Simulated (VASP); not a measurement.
# AlIn3Sb4 (P-4m2) in VASP: single point with PBE

Aim: the single point of AlIn3Sb4 with PBE.

All numbers are computed with VASP 6.6.1; they aren't measurements. Logs are shortened: lines on timing, memory, paths and dates and some standing lists are left out, and cuts for length are marked.

## Step 1: The cell of the first run

Symmetry: P-4m2, No. 115, tetragonal system. The conventional cell has a = 4.614 Å, b = 4.614 Å, c = 13.074 Å, α = 90.00°, β = 90.00°, γ = 90.00°. Al (site symmetry -4m2) has 4 Sb at 2.74 Å within 3.6 Å. In (site symmetry 2mm) has 4 Sb at 2.86 Å within 3.8 Å. In (site symmetry -4m2) has 4 Sb at 2.86 Å within 3.8 Å. Within 3.6 Å of Sb (site symmetry 2mm) lie 2 Al at 2.74 Å and 2 In at 2.86 Å. Sb (site symmetry 2mm) has 4 In at 2.86 Å within 3.8 Å.

## Step 2: Single point, PBE

File INCAR:

```
SYSTEM = AlIn3Sb4
PREC = Accurate
ENCUT = 520
EDIFF = 1E-6
ISMEAR = 0
SIGMA = 0.1
LREAL = .FALSE.
LASPH = .TRUE.
NELM = 100
ALGO = Normal
ISIF = 2
LWAVE = .FALSE.
LCHARG = .FALSE.
GGA = PE
NBANDS = 41
```

File KPOINTS:

```
regular mesh
0
G
  8 8 4
  0 0 0
```

File POSCAR:

```
AlIn3Sb4
1.0
    4.6139794283      0.0000000000      0.0000000000
    0.0000000000      4.6139794283      0.0000000000
    0.0000000000      0.0000000000     13.0736699534
Al In Sb
1 3 4
Direct
    0.5000000000      0.5000000000      0.0000000000
    0.0000000000      0.0000000000      0.7576936997
    0.0000000000      0.0000000000      0.2423063003
    0.5000000000      0.5000000000      0.5000000000
    0.5000000000      0.0000000000      0.8875765783
    0.0000000000      0.5000000000      0.1124234217
    0.5000000000      0.0000000000      0.3710951022
    0.0000000000      0.5000000000      0.6289048978
```

Potentials or basis: VASP PAW PBE potentials, release 64 (Al, In_d, Sb).

Launch:

```bash
$ cat potpaw_PBE.64/Al/POTCAR potpaw_PBE.64/In_d/POTCAR potpaw_PBE.64/Sb/POTCAR > POTCAR
$ mpirun -np 1 vasp_std > vasp.out
```

OUTCAR:

```text
SYSTEM = AlIn3Sb4
   PREC = Accurate
   ENCUT = 520
   EDIFF = 1E-6
   ISMEAR = 0
   LREAL = .FALSE.
   LASPH = .TRUE.
   NELM = 100
   ISIF = 2
   GGA = PE

 ion  position               nearest neighbor table
   1  0.500  0.500  0.000-   5 2.74   6 2.74   5 2.74   6 2.74
   2  0.000  0.000  0.758-   8 2.86   8 2.86   5 2.86   5 2.86
   3  0.000  0.000  0.242-   7 2.86   7 2.86   6 2.86   6 2.86
   4  0.500  0.500  0.500-   7 2.86   8 2.86   7 2.86   8 2.86
   5  0.500  0.000  0.888-   1 2.74   1 2.74   2 2.86   2 2.86
   6  0.000  0.500  0.112-   1 2.74   1 2.74   3 2.86   3 2.86
   7  0.500  0.000  0.371-   3 2.86   3 2.86   4 2.86   4 2.86
   8  0.000  0.500  0.629-   2 2.86   2 2.86   4 2.86   4 2.86

  LATTYP: Found a simple tetragonal cell.
 ALAT       =     4.6139794283
 C/A-ratio  =     2.8334911667

  Lattice vectors:

 A1 = (   4.6139794283,   0.0000000000,   0.0000000000)
 A2 = (   0.0000000000,   4.6139794283,   0.0000000000)
 A3 = (   0.0000000000,   0.0000000000,  13.0736699534)

Analysis of symmetry for initial positions (statically):
=====================================================================
 Subroutine PRICEL returns:
 Original cell was already a primitive cell.

 Routine SETGRP: Setting up the symmetry group for a
 simple tetragonal supercell.

 Subroutine GETGRP returns: Found  8 space group operations
 (whereof  8 operations were pure point group operations)
 out of a pool of 16 trial point group operations.

The static configuration has the point symmetry D_2d.

Analysis of symmetry for dynamics (positions and initial velocities):
=====================================================================
 Subroutine PRICEL returns:
 Original cell was already a primitive cell.

 Routine SETGRP: Setting up the symmetry group for a
 simple tetragonal supercell.

 Subroutine GETGRP returns: Found  8 space group operations
 (whereof  8 operations were pure point group operations)
 out of a pool of 16 trial point group operations.

The dynamic configuration has the point symmetry D_2d.

 Subroutine INISYM returns: Found  8 space group operations
 (whereof  8 operations are pure point group operations),
 and found     1 'primitive' translations

----------------------------------------------------------------------------------------

                                     Primitive cell

  volume of cell :     278.3228

  direct lattice vectors                    reciprocal lattice vectors
     4.613979428  0.000000000  0.000000000     0.216732652  0.000000000  0.000000000
     0.000000000  4.613979428  0.000000000     0.000000000  0.216732652  0.000000000
     0.000000000  0.000000000 13.073669953     0.000000000  0.000000000  0.076489616

  length of vectors
     4.613979428  4.613979428 13.073669953     0.216732652  0.216732652  0.076489616

  position of ions in fractional coordinates (direct lattice)
     0.500000000  0.500000000  0.000000000
     0.000000000  0.000000000  0.757693700
     0.000000000  0.000000000  0.242306300
     0.500000000  0.500000000  0.500000000
     0.500000000  0.000000000  0.887576578
     0.000000000  0.500000000  0.112423422
     0.500000000  0.000000000  0.371095102
     0.000000000  0.500000000  0.628904898

  ion indices of the primitive-cell ions
   primitive index   ion index
                 1           1
                 2           2
                 3           3
                 4           4
                 5           5
                 6           6
                 7           7
                 8           8

----------------------------------------------------------------------------------------

 KPOINTS: regular mesh

Automatic generation of k-mesh.
 Grid dimensions read from file:
 generate k-points for:    8    8    4

 Generating k-lattice:

  Cartesian coordinates                     Fractional coordinates (reciprocal lattice)
     0.027091582  0.000000000  0.000000000     0.125000000  0.000000000  0.000000000
     0.000000000  0.027091582  0.000000000     0.000000000  0.125000000  0.000000000
     0.000000000  0.000000000  0.019122404     0.000000000  0.000000000  0.250000000

  Length of vectors
     0.027091582  0.027091582  0.019122404

  Shift w.r.t. Gamma in fractional coordinates (k-lattice)
     0.000000000  0.000000000  0.000000000

 Subroutine IBZKPT returns following result:
 ===========================================

 Found     45 irreducible k-points:

 Following reciprocal coordinates:
            Coordinates               Weight
  0.000000  0.000000  0.000000      1.000000
  0.125000  0.000000  0.000000      4.000000
  0.250000  0.000000  0.000000      4.000000
  0.375000  0.000000  0.000000      4.000000
  0.500000  0.000000  0.000000      2.000000
  0.125000  0.125000  0.000000      4.000000
[... 16 lines left out ...]
  0.375000  0.125000  0.250000     16.000000
  0.500000  0.125000  0.250000      8.000000
 [... further k-points ...]
   k-points           NKPTS =     45   k-points in BZ     NKDIM =     45   number of bands    NBANDS=     41
   number of dos      NEDOS =    301   number of ions     NIONS =      8
   total plane-waves  NPLWV = 127008
   dimension x,y,z NGX =    36 NGY =   36 NGZ =   98
   dimension x,y,z NGXF=    72 NGYF=   72 NGZF=  196
   ions per type =               1   3   4
   NGX,Y,Z   is equivalent  to a cutoff of  12.97, 12.97, 12.46 a.u.
   NGXF,Y,Z  is equivalent  to a cutoff of  25.94, 25.94, 24.92 a.u.
 SYSTEM =  AlIn3Sb4
   PREC   = accura    normal or accurate (medium, high low for compatibility)
   ISTART =      0    job   : 0-new  1-cont  2-samecut
   ICHARG =      2    charge: 1-file 2-atom 10-const
   ISPIN  =      1    spin polarized calculation?
   LNONCOLLINEAR =      F non collinear calculations
   LSORBIT =      F    spin-orbit coupling
   LASPH  =      T    aspherical Exc in radial PAW
   ENCUT  =  520.0 eV  38.22 Ry    6.18 a.u.   8.58  8.58 24.31*2*pi/ulx,y,z
   NELM   =    100;   NELMIN=  2; NELMDL= -5     # of ELM steps
   EDIFF  = 0.1E-05   stopping-criterion for ELM
   LREAL  =      F    real-space projection
   EDIFFG = 0.1E-04   stopping-criterion for IOM
   NSW    =      0    number of steps for IOM
   IBRION =     -1    ionic relax: 0-MD 1-quasi-New 2-CG
   NFREE  =      0    steps in history (QN), initial steepest desc. (CG)
   ISIF   =      2    stress and relaxation
   ISYM   =      2    0-nonsym 1-usesym 2-fastsym
   POTIM  = 0.5000    time-step for ionic-motion
   TEBEG  =    0.0;   TEEND  =   0.0 temperature during run
   PSTRESS=    0.0 pullay stress
   NELECT =      62.0000    total number of electrons
   NUPDOWN=      -1.0000    fix difference up-down
   EMIN   =  10.00;   EMAX   =-10.00  energy-range for DOS
   EFERMI =   0.00;   METHOD = LEGACY
   ISMEAR =     0;   SIGMA  =   0.10  broadening in eV -4-tet -1-fermi 0-gaus
   EFERMI_NEDOS =   21; number of points for ismear=-14 and -15
   IALGO  =     38    algorithm
   IMIX   =      4    mixing-type and parameters
     AMIX     =   0.40;   BMIX     =  1.00
     AMIX_MAG =   1.60;   BMIX_MAG =  1.00
  volume/ion in A,a.u.               =      34.79       234.78
  Fermi-wavevector in a.u.,A,eV,Ry     =   0.992405  1.875374 13.399949  0.984868
  Thomas-Fermi vector in A             =   2.124215
   LORBIT       =      0    0 simple, 1 ext, 2 COOP (PROOUT), +10 PAW based schemes
   GGA     = PE    functional components
   LHFCALC =     F    Hartree Fock is set to
   AEXX    =    0.0000 exact exchange contribution
   IVDW    =     0    specifies the selected vdW correction
   LEPSILON=     F    determine dielectric tensor
   LRPA    =     F    only Hartree local field effects (RPA)
 non-spin polarized calculation
 Gauss-broadening in eV      SIGMA  =   0.10
  energy-cutoff  :      520.00
  volume of cell :      278.32
 maximum number of plane-waves:      7529
 NGX is ok and might be reduce to    36
   NGX = 17   NGY = 17   NGZ = 49

 number of electron      61.9999965 magnetization

 Free energy of the ion-electron system (eV)
  ---------------------------------------------------
  ext. energy  EPLUGINS =         0.00000000
  ---------------------------------------------------
  free energy    TOTEN  =       -28.99947915 eV

  energy without entropy =      -28.99865238  energy(sigma->0) =      -28.99906576

 E-fermi :   4.4941     XC(G=0):  -8.4275

 val. band max:        4.4535635184   @ k =   0.0000   0.0000   0.0000
 cond. band min:       4.9449670461   @ k =   0.5000   0.0000   0.0000
 fundamental gap:      0.4914035278
 Fermi energy:         4.4941094553

 k-point     1 :       0.0000    0.0000    0.0000
  band No.  band energies     occupation
      1     -10.0522      2.00000
      2     -10.0307      2.00000
      3     -10.0093      2.00000
      4      -9.9895      2.00000
      5      -9.9895      2.00000
      6      -9.9774      2.00000
[... 33 lines left out ...]
     40       7.4220      0.00000
     41       7.4646      0.00000

 k-point     2 :       0.1250    0.0000    0.0000
  band No.  band energies     occupation
      1     -10.0498      2.00000
      2     -10.0291      2.00000
      3     -10.0072      2.00000
      4      -9.9929      2.00000
      5      -9.9885      2.00000
      6      -9.9800      2.00000
[... 33 lines left out ...]
     40       7.5102      0.00000
     41       7.8868      0.00000

 k-point     3 :       0.2500    0.0000    0.0000
  band No.  band energies     occupation
      1     -10.0445      2.00000
      2     -10.0271      2.00000
      3     -10.0049      2.00000
      4      -9.9989      2.00000
      5      -9.9859      2.00000
      6      -9.9843      2.00000
[... 33 lines left out ...]
     40       8.1342      0.00000
     41       8.7092      0.00000

 k-point     4 :       0.3750    0.0000    0.0000
  band No.  band energies     occupation
      1     -10.0396      2.00000
      2     -10.0297      2.00000
      3     -10.0106      2.00000
      4      -9.9977      2.00000
      5      -9.9843      2.00000
      6      -9.9823      2.00000
[... 825 lines left out ...]
     40       8.3275      0.00000
     41       8.6868      0.00000

 k-point    23 :       0.3750    0.1250    0.2500
  band No.  band energies     occupation
      1     -10.0413      2.00000
      2     -10.0327      2.00000
      3     -10.0105      2.00000
      4      -9.9981      2.00000
      5      -9.9818      2.00000
      6      -9.9797      2.00000
[... 33 lines left out ...]
     40       8.6044      0.00000
     41       8.9378      0.00000

 k-point    24 :       0.5000    0.1250    0.2500
  band No.  band energies     occupation
      1     -10.0389      2.00000
      2     -10.0375      2.00000
      3     -10.0131      2.00000
      4      -9.9969      2.00000
      5      -9.9796      2.00000
      6      -9.9790      2.00000
[... 33 lines left out ...]
     40       8.6393      0.00000
     41       8.7956      0.00000

 [... further k-points ...]

------------------------ aborting loop because EDIFF is reached ----------------------------------------

  FORCE on cell =-STRESS in cart. coord.  units (eV):
  Direction    XX          YY          ZZ          XY          YZ          ZX
  --------------------------------------------------------------------------------------
  -------------------------------------------------------------------------------------
  Total        0.0320546      0.0320546      0.0192447      0.0000000      0.0000000      0.0000000
  in kB        0.1845239      0.1845239      0.1107829      0.0000000      0.0000000      0.0000000
  external PRESSURE =       0.1599435 kB  Pullay stress =       0.0000000 kB

 VOLUME and BASIS-vectors are now :
 -----------------------------------------------------------------------------
  energy-cutoff  :      520.00
  volume of cell :      278.32
      direct lattice vectors                 reciprocal lattice vectors
     4.613979428  0.000000000  0.000000000     0.216732652  0.000000000  0.000000000
     0.000000000  4.613979428  0.000000000     0.000000000  0.216732652  0.000000000
     0.000000000  0.000000000 13.073669953     0.000000000  0.000000000  0.076489616

 POSITION                                       TOTAL-FORCE (eV/Angst)
 -----------------------------------------------------------------------------------
      2.30699      2.30699      0.00000        -0.000000      0.000000      0.000000
      0.00000      0.00000      9.90584        -0.000000      0.000000     -0.001294
      0.00000      0.00000      3.16783         0.000000      0.000000      0.001294
      2.30699      2.30699      6.53683        -0.000000     -0.000000      0.000000
      2.30699      0.00000     11.60388        -0.000000      0.000000     -0.015509
      0.00000      2.30699      1.46979        -0.000000      0.000000      0.015509
      2.30699      0.00000      4.85157        -0.000000      0.000000     -0.000089
      0.00000      2.30699      8.22210        -0.000000      0.000000      0.000089
 -----------------------------------------------------------------------------------
    total drift:                                0.000000     -0.000000      0.000000

  FREE ENERGIE OF THE ION-ELECTRON SYSTEM (eV)
  ---------------------------------------------------
  free  energy   TOTEN  =       -28.9994791455 eV

  energy  without entropy=      -28.9986523840  energy(sigma->0) =      -28.99906576
```

Run time: 6.7 min. Hardware: 1 thread of Intel Xeon Platinum 8375C at 2.90GHz (Ice Lake), shared host; peak memory 0.62 GiB.

What came out:

* Free energy: -28.9995 eV
* Pressure: 0.0 GPa
* Largest force: 0.016 eV/Å
* Band gap on the k mesh: zero (filled and empty bands touch)

Forces on the atoms (eV/Å):
```
Al   0.000  0.000  0.000
In   0.000  0.000 -0.001
In   0.000  0.000  0.001
In   0.000  0.000  0.000
Sb   0.000  0.000 -0.016
Sb   0.000  0.000  0.016
Sb   0.000  0.000  0.000
Sb   0.000  0.000  0.000
```

Caveat: semilocal functionals underestimate gaps, and a narrow one can read as zero; spin-orbit coupling is left out, which moves the levels of the heavy elements.

The gap in the log of VASP goes by the Fermi energy; the results here count the filled bands.